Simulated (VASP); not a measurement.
# GaP (F-43m) in VASP: single point with r2SCAN

Aim: the single point of GaP with r2SCAN.

All numbers are computed with VASP 6.6.1; they aren't measurements. Logs are shortened: lines on timing, memory, paths and dates and some standing lists are left out, and cuts for length are marked.

**1. The cell of the first run**

The structure is cubic, space group F-43m (No. 216). The conventional cell has a = 5.451 Å, b = 5.451 Å, c = 5.451 Å, α = 90.00°, β = 90.00°, γ = 90.00°. Within 3.1 Å of Ga (site symmetry -43m) lie 4 P at 2.36 Å. Within 3.1 Å of P (site symmetry -43m) lie 4 Ga at 2.36 Å.

**2. Single point, r2SCAN**

The input, POSCAR:

```
GaP
1.0
    0.0000000000      2.7253992957      2.7253992957
    2.7253992957      0.0000000000      2.7253992957
    2.7253992957      2.7253992957      0.0000000000
Ga P
1 1
Direct
    0.0000000000      0.0000000000      0.0000000000
    0.2500000000      0.2500000000      0.2500000000
```

The input, INCAR.step1:

```
SYSTEM = GaP
PREC = Accurate
ENCUT = 520
ISMEAR = 0
SIGMA = 0.01
LREAL = .FALSE.
LASPH = .TRUE.
NELM = 60
NBANDS = 16
GGA = PE
ALGO = Normal
EDIFF = 1E-4
LWAVE = .TRUE.
LCHARG = .FALSE.
```

The input, INCAR.step2:

```
SYSTEM = GaP
PREC = Accurate
ENCUT = 520
EDIFF = 1E-6
ISMEAR = 0
SIGMA = 0.01
LREAL = .FALSE.
LASPH = .TRUE.
NELM = 60
ALGO = Normal
ISIF = 2
LWAVE = .FALSE.
LCHARG = .FALSE.
METAGGA = R2SCAN
LMIXTAU = .TRUE.
NBANDS = 16
ISTART = 1
```

The input, KPOINTS:

```
regular mesh
0
G
  6 6 6
  0 0 0
```

Potentials or basis: VASP PAW PBE potentials, release 64 (Ga_d, P).

Launch:

```sh
$ cat potpaw_PBE.64/Ga_d/POTCAR potpaw_PBE.64/P/POTCAR > POTCAR
$ cp INCAR.step1 INCAR
$ mpirun -np 1 vasp_std > vasp.out
$ cp INCAR.step2 INCAR
$ mpirun -np 1 vasp_std > vasp.out
```

OUTCAR:

```text
SYSTEM = GaP
   PREC = Accurate
   ENCUT = 520
   EDIFF = 1E-6
   ISMEAR = 0
   LREAL = .FALSE.
   LASPH = .TRUE.
   NELM = 60
   ISIF = 2
   METAGGA = R2SCAN
   ISTART = 1

 ion  position               nearest neighbor table
   1  0.000  0.000  0.000-   2 2.36   2 2.36   2 2.36   2 2.36
   2  0.250  0.250  0.250-   1 2.36   1 2.36   1 2.36   1 2.36

  LATTYP: Found a face centered cubic cell.
 ALAT       =     5.4507985914

  Lattice vectors:

 A1 = (   0.0000000000,   2.7253992957,   2.7253992957)
 A2 = (   2.7253992957,   0.0000000000,   2.7253992957)
 A3 = (   2.7253992957,   2.7253992957,   0.0000000000)

Analysis of symmetry for initial positions (statically):
=====================================================================
 Subroutine PRICEL returns:
 Original cell was already a primitive cell.

 Routine SETGRP: Setting up the symmetry group for a
 face centered cubic supercell.

 Subroutine GETGRP returns: Found 24 space group operations
 (whereof 24 operations were pure point group operations)
 out of a pool of 48 trial point group operations.

The static configuration has the point symmetry T_d .

Analysis of symmetry for dynamics (positions and initial velocities):
=====================================================================
 Subroutine PRICEL returns:
 Original cell was already a primitive cell.

 Routine SETGRP: Setting up the symmetry group for a
 face centered cubic supercell.

 Subroutine GETGRP returns: Found 24 space group operations
 (whereof 24 operations were pure point group operations)
 out of a pool of 48 trial point group operations.

The dynamic configuration has the point symmetry T_d .

 Subroutine INISYM returns: Found 24 space group operations
 (whereof 24 operations are pure point group operations),
 and found     1 'primitive' translations

----------------------------------------------------------------------------------------

                                     Primitive cell

  volume of cell :      40.4874

  direct lattice vectors                    reciprocal lattice vectors
     0.000000000  2.725399296  2.725399296    -0.183459356  0.183459356  0.183459356
     2.725399296  0.000000000  2.725399296     0.183459356 -0.183459356  0.183459356
     2.725399296  2.725399296  0.000000000     0.183459356  0.183459356 -0.183459356

  length of vectors
     3.854296647  3.854296647  3.854296647     0.317760926  0.317760926  0.317760926

  position of ions in fractional coordinates (direct lattice)
     0.000000000  0.000000000  0.000000000
     0.250000000  0.250000000  0.250000000

  ion indices of the primitive-cell ions
   primitive index   ion index
                 1           1
                 2           2

----------------------------------------------------------------------------------------

 KPOINTS: regular mesh

Automatic generation of k-mesh.
 Grid dimensions read from file:
 generate k-points for:    6    6    6

 Generating k-lattice:

  Cartesian coordinates                     Fractional coordinates (reciprocal lattice)
    -0.030576559  0.030576559  0.030576559     0.166666667  0.000000000  0.000000000
     0.030576559 -0.030576559  0.030576559     0.000000000  0.166666667  0.000000000
     0.030576559  0.030576559 -0.030576559     0.000000000  0.000000000  0.166666667

  Length of vectors
     0.052960154  0.052960154  0.052960154

  Shift w.r.t. Gamma in fractional coordinates (k-lattice)
     0.000000000  0.000000000  0.000000000

 Subroutine IBZKPT returns following result:
 ===========================================

 Found     16 irreducible k-points:

 Following reciprocal coordinates:
            Coordinates               Weight
  0.000000  0.000000  0.000000      1.000000
  0.166667  0.000000  0.000000      8.000000
  0.333333  0.000000  0.000000      8.000000
  0.500000  0.000000  0.000000      4.000000
  0.166667  0.166667  0.000000      6.000000
  0.333333  0.166667  0.000000     24.000000
[... 8 lines left out ...]
 -0.333333  0.333333  0.166667     24.000000
 -0.333333  0.500000  0.166667     12.000000
   k-points           NKPTS =     16   k-points in BZ     NKDIM =     16   number of bands    NBANDS=     16
   number of dos      NEDOS =    301   number of ions     NIONS =      2
   total plane-waves  NPLWV =  27000
   dimension x,y,z NGX =    30 NGY =   30 NGZ =   30
   dimension x,y,z NGXF=    60 NGYF=   60 NGZF=   60
   ions per type =               1   1
   NGX,Y,Z   is equivalent  to a cutoff of  12.94, 12.94, 12.94 a.u.
   NGXF,Y,Z  is equivalent  to a cutoff of  25.88, 25.88, 25.88 a.u.
 SYSTEM =  GaP
   PREC   = accura    normal or accurate (medium, high low for compatibility)
   ISTART =      1    job   : 0-new  1-cont  2-samecut
   ICHARG =      0    charge: 1-file 2-atom 10-const
   ISPIN  =      1    spin polarized calculation?
   LNONCOLLINEAR =      F non collinear calculations
   LSORBIT =      F    spin-orbit coupling
   LASPH  =      T    aspherical Exc in radial PAW
   ENCUT  =  520.0 eV  38.22 Ry    6.18 a.u.   7.17  7.17  7.17*2*pi/ulx,y,z
   NELM   =     60;   NELMIN=  2; NELMDL=  0     # of ELM steps
   EDIFF  = 0.1E-05   stopping-criterion for ELM
   LREAL  =      F    real-space projection
   EDIFFG = 0.1E-04   stopping-criterion for IOM
   NSW    =      0    number of steps for IOM
   IBRION =     -1    ionic relax: 0-MD 1-quasi-New 2-CG
   NFREE  =      0    steps in history (QN), initial steepest desc. (CG)
   ISIF   =      2    stress and relaxation
   ISYM   =      2    0-nonsym 1-usesym 2-fastsym
   POTIM  = 0.5000    time-step for ionic-motion
   TEBEG  =    0.0;   TEEND  =   0.0 temperature during run
   PSTRESS=    0.0 pullay stress
   NELECT =      18.0000    total number of electrons
   NUPDOWN=      -1.0000    fix difference up-down
   EMIN   =  10.00;   EMAX   =-10.00  energy-range for DOS
   EFERMI =   0.00;   METHOD = LEGACY
   ISMEAR =     0;   SIGMA  =   0.01  broadening in eV -4-tet -1-fermi 0-gaus
   EFERMI_NEDOS =   21; number of points for ismear=-14 and -15
   IALGO  =     38    algorithm
   IMIX   =      4    mixing-type and parameters
     AMIX     =   0.40;   BMIX     =  1.00
     AMIX_MAG =   1.60;   BMIX_MAG =  1.00
  volume/ion in A,a.u.               =      20.24       136.61
  Fermi-wavevector in a.u.,A,eV,Ry     =   1.249469  2.361154 21.241049  1.561173
  Thomas-Fermi vector in A             =   2.383508
   LORBIT       =      0    0 simple, 1 ext, 2 COOP (PROOUT), +10 PAW based schemes
   METAGGA = R2SCAN    functional components
   LHFCALC =     F    Hartree Fock is set to
   AEXX    =    0.0000 exact exchange contribution
   IVDW    =     0    specifies the selected vdW correction
   LEPSILON=     F    determine dielectric tensor
   LRPA    =     F    only Hartree local field effects (RPA)
 non-spin polarized calculation
 Gauss-broadening in eV      SIGMA  =   0.01
  energy-cutoff  :      520.00
  volume of cell :       40.49
 maximum number of plane-waves:      1113
 NGX is ok and might be reduce to    30
   NGX = 15   NGY = 15   NGZ = 15

 number of electron      17.9999989 magnetization

 Free energy of the ion-electron system (eV)
  ---------------------------------------------------
  ext. energy  EPLUGINS =         0.00000000
  ---------------------------------------------------
  free energy    TOTEN  =       -21.45100782 eV

  energy without entropy =      -21.45100782  energy(sigma->0) =      -21.45100782

 E-fermi :   4.5144     XC(G=0): -10.5460

 val. band max:        4.4656859192   @ k =   0.0000   0.0000   0.0000
 cond. band min:       6.3750376743   @ k =   0.5000   0.5000   0.0000
 fundamental gap:      1.9093517551
 Fermi energy:         4.5144144885

 k-point     1 :       0.0000    0.0000    0.0000
  band No.  band energies     occupation
      1     -10.5295      2.00000
      2     -10.5295      2.00000
      3     -10.5294      2.00000
      4     -10.4159      2.00000
      5     -10.4159      2.00000
      6      -8.5550      2.00000
[... 8 lines left out ...]
     15      14.7357      0.00000
     16      14.7357      0.00000

 k-point     2 :       0.1667    0.0000    0.0000
  band No.  band energies     occupation
      1     -10.5563      2.00000
      2     -10.5210      2.00000
      3     -10.5210      2.00000
      4     -10.4157      2.00000
      5     -10.4157      2.00000
      6      -8.1797      2.00000
[... 8 lines left out ...]
     15      13.9096      0.00000
     16      15.1874      0.00000

 k-point     3 :       0.3333    0.0000    0.0000
  band No.  band energies     occupation
      1     -10.6018      2.00000
      2     -10.5071      2.00000
      3     -10.5071      2.00000
      4     -10.4122      2.00000
      5     -10.4122      2.00000
      6      -7.1877      2.00000
[... 8 lines left out ...]
     15      14.6433      0.00000
     16      14.8000      0.00000

 k-point     4 :       0.5000    0.0000    0.0000
  band No.  band energies     occupation
      1     -10.6219      2.00000
      2     -10.5021      2.00000
      3     -10.5021      2.00000
      4     -10.4085      2.00000
      5     -10.4085      2.00000
      6      -6.3936      2.00000
[... 8 lines left out ...]
     15      16.7927      0.00000
     16      16.7927      0.00000

 k-point     5 :       0.1667    0.1667    0.0000
  band No.  band energies     occupation
      1     -10.5715      2.00000
      2     -10.5126      2.00000
      3     -10.5126      2.00000
      4     -10.4237      2.00000
      5     -10.4101      2.00000
      6      -8.0555      2.00000
[... 8 lines left out ...]
     15      15.1915      0.00000
     16      16.0333      0.00000

 k-point     6 :       0.3333    0.1667    0.0000
  band No.  band energies     occupation
      1     -10.6060      2.00000
      2     -10.5004      2.00000
      3     -10.4969      2.00000
      4     -10.4275      2.00000
      5     -10.4054      2.00000
      6      -7.2573      2.00000
[... 8 lines left out ...]
     15      15.7620      0.00000
     16      16.7984      0.00000

 k-point     7 :       0.5000    0.1667    0.0000
  band No.  band energies     occupation
      1     -10.6259      2.00000
      2     -10.4963      2.00000
      3     -10.4903      2.00000
      4     -10.4204      2.00000
      5     -10.4058      2.00000
      6      -6.2452      2.00000
[... 8 lines left out ...]
     15      16.8117      0.00000
     16      17.5064      0.00000

 k-point     8 :      -0.3333    0.1667    0.0000
  band No.  band energies     occupation
      1     -10.6180      2.00000
      2     -10.4983      2.00000
      3     -10.4957      2.00000
      4     -10.4148      2.00000
      5     -10.4126      2.00000
      6      -6.5416      2.00000
[... 8 lines left out ...]
     15      15.9179      0.00000
     16      17.6025      0.00000

 k-point     9 :      -0.1667    0.1667    0.0000
  band No.  band energies     occupation
      1     -10.5871      2.00000
      2     -10.5111      2.00000
      3     -10.5069      2.00000
      4     -10.4196      2.00000
      5     -10.4117      2.00000
      6      -7.5922      2.00000
[... 8 lines left out ...]
     15      15.3319      0.00000
     16      16.8432      0.00000

 k-point    10 :       0.3333    0.3333    0.0000
  band No.  band energies     occupation
      1     -10.6342      2.00000
      2     -10.4776      2.00000
      3     -10.4776      2.00000
      4     -10.4429      2.00000
      5     -10.3984      2.00000
      6      -6.7042      2.00000
[... 8 lines left out ...]
     15      16.4431      0.00000
     16      19.7020      0.00000

 k-point    11 :       0.5000    0.3333    0.0000
  band No.  band energies     occupation
      1     -10.6461      2.00000
      2     -10.4744      2.00000
      3     -10.4687      2.00000
      4     -10.4421      2.00000
      5     -10.3982      2.00000
      6      -5.8096      2.00000
[... 8 lines left out ...]
     15      17.0364      0.00000
     16      18.5401      0.00000

 k-point    12 :      -0.3333    0.3333    0.0000
  band No.  band energies     occupation
      1     -10.6355      2.00000
      2     -10.4866      2.00000
      3     -10.4760      2.00000
      4     -10.4274      2.00000
      5     -10.4083      2.00000
      6      -5.7044      2.00000
[... 8 lines left out ...]
     15      14.5721      0.00000
     16      20.3132      0.00000

 k-point    13 :       0.5000    0.5000    0.0000
  band No.  band energies     occupation
      1     -10.6598      2.00000
      2     -10.4594      2.00000
      3     -10.4594      2.00000
      4     -10.4534      2.00000
      5     -10.3926      2.00000
      6      -5.4580      2.00000
[... 8 lines left out ...]
     15      17.4991      0.00000
     16      18.1423      0.00000

 k-point    14 :       0.5000    0.3333    0.1667
  band No.  band energies     occupation
      1     -10.6277      2.00000
      2     -10.4915      2.00000
      3     -10.4804      2.00000
      4     -10.4308      2.00000
      5     -10.4043      2.00000
      6      -6.3781      2.00000
[... 8 lines left out ...]
     15      16.9909      0.00000
     16      18.5217      0.00000

 k-point    15 :      -0.3333    0.3333    0.1667
  band No.  band energies     occupation
      1     -10.6349      2.00000
      2     -10.4909      2.00000
      3     -10.4730      2.00000
      4     -10.4273      2.00000
      5     -10.4076      2.00000
      6      -5.7019      2.00000
[... 8 lines left out ...]
     15      17.6868      0.00000
     16      17.9989      0.00000

 k-point    16 :      -0.3333    0.5000    0.1667
  band No.  band energies     occupation
      1     -10.6460      2.00000
      2     -10.4793      2.00000
      3     -10.4638      2.00000
      4     -10.4383      2.00000
      5     -10.4017      2.00000
      6      -5.3874      2.00000
[... 8 lines left out ...]
     15      17.0457      0.00000
     16      18.8510      0.00000

------------------------ aborting loop because EDIFF is reached ----------------------------------------

  FORCE on cell =-STRESS in cart. coord.  units (eV):
  Direction    XX          YY          ZZ          XY          YZ          ZX
  --------------------------------------------------------------------------------------
  -------------------------------------------------------------------------------------
  Total        0.0006976      0.0006976      0.0006976     -0.0000000      0.0000000      0.0000000
  in kB        0.0276068      0.0276068      0.0276068     -0.0000000      0.0000000      0.0000000
  external PRESSURE =       0.0276068 kB  Pullay stress =       0.0000000 kB

 VOLUME and BASIS-vectors are now :
 -----------------------------------------------------------------------------
  energy-cutoff  :      520.00
  volume of cell :       40.49
      direct lattice vectors                 reciprocal lattice vectors
     0.000000000  2.725399296  2.725399296    -0.183459356  0.183459356  0.183459356
     2.725399296  0.000000000  2.725399296     0.183459356 -0.183459356  0.183459356
     2.725399296  2.725399296  0.000000000     0.183459356  0.183459356 -0.183459356

 POSITION                                       TOTAL-FORCE (eV/Angst)
 -----------------------------------------------------------------------------------
      0.00000      0.00000      0.00000         0.000000      0.000000      0.000000
      1.36270      1.36270      1.36270        -0.000000     -0.000000     -0.000000
 -----------------------------------------------------------------------------------
    total drift:                                0.000010      0.000010      0.000010

  FREE ENERGIE OF THE ION-ELECTRON SYSTEM (eV)
  ---------------------------------------------------
  free  energy   TOTEN  =       -21.4510078165 eV

  energy  without entropy=      -21.4510078165  energy(sigma->0) =      -21.45100782
```

Run time: 28 s. Hardware: 1 thread of AMD EPYC 9R45 (Zen 5), shared host; peak memory 0.14 GiB.

Results:

```yaml
Free_energy: -21.4510 eV
Pressure: 0.0 GPa
Band_gap_on_the_k_mesh: 1.91 eV, indirect (least direct gap 2.34 eV)
```

Levels at points of the mesh, in eV from the valence-band top:
```tsv
k point	band 5	band 6	band 7	band 8	band 9	band 10	band 11	band 12	band 13	band 14
(0.00, 0.00, 0.00)	-14.88	-13.02	0.00	0.00	0.00	2.34	4.19	4.19	4.19	9.46
(0.50, 0.00, 0.00)	-14.87	-10.86	-6.85	-1.17	-1.17	2.04	5.05	5.05	8.83	11.64
(0.50, 0.50, 0.00)	-14.86	-9.92	-6.96	-2.80	-2.80	1.91	2.10	11.35	11.35	12.01
```

Caveat: the PAW data sets were made with another functional, which shifts forces and pressure a little.
